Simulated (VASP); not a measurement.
Al2Cu (scanv), 6 atoms in the cell. The structure is tetragonal, space group I4/mcm (No. 140). The conventional cell has a = 5.981 Å, b = 5.981 Å, c = 4.802 Å, α = 90.00°, β = 90.00°, γ = 90.00°. Al (site symmetry m2m) has 4 Cu at 2.55 Å and 11 Al at 2.70 to 3.18 Å within 3.4 Å. Cu (site symmetry 422) has 2 Cu at 2.40 Å and 8 Al at 2.55 Å within 3.2 Å. 

```yaml
Program: VASP 6.6.1
Task: single point
Functional: r2SCAN
Dispersion: rVV10
Potentials_or_basis: VASP PAW PBE potentials, release 64 (Al, Cu)
Cutoff: 520 eV
k_mesh: 10 × 10 × 10
Occupations: gaussian, width 0.1 eV
Spin: no spin polarisation
Dipole_correction: no
Further_INCAR_settings: ALGO = Normal; EDIFF = 1e-07; NBANDS = 26
```

Potentials or basis: VASP PAW PBE potentials, release 64 (Al, Cu).

The run is started by

```console
$ cat potpaw_PBE.64/Al/POTCAR potpaw_PBE.64/Cu/POTCAR > POTCAR
$ cp INCAR.step1 INCAR
$ mpirun -np 1 vasp_std > vasp.out
$ cp INCAR.step2 INCAR
$ mpirun -np 1 vasp_std > vasp.out
```

Hardware: 1 thread of Intel(R) Xeon(R) Platinum 8259CL CPU @ 2.50GHz (Skylake/Cascade Lake), with other jobs on the host.

**Question.** How long does it take, and how much memory?

**Answer.** Wall time 14 min on 1 thread of Intel(R) Xeon(R) Platinum 8259CL CPU @ 2.50GHz (Skylake/Cascade Lake), with other jobs on the host, peak memory 0.52 GiB. Counts: k points 102.
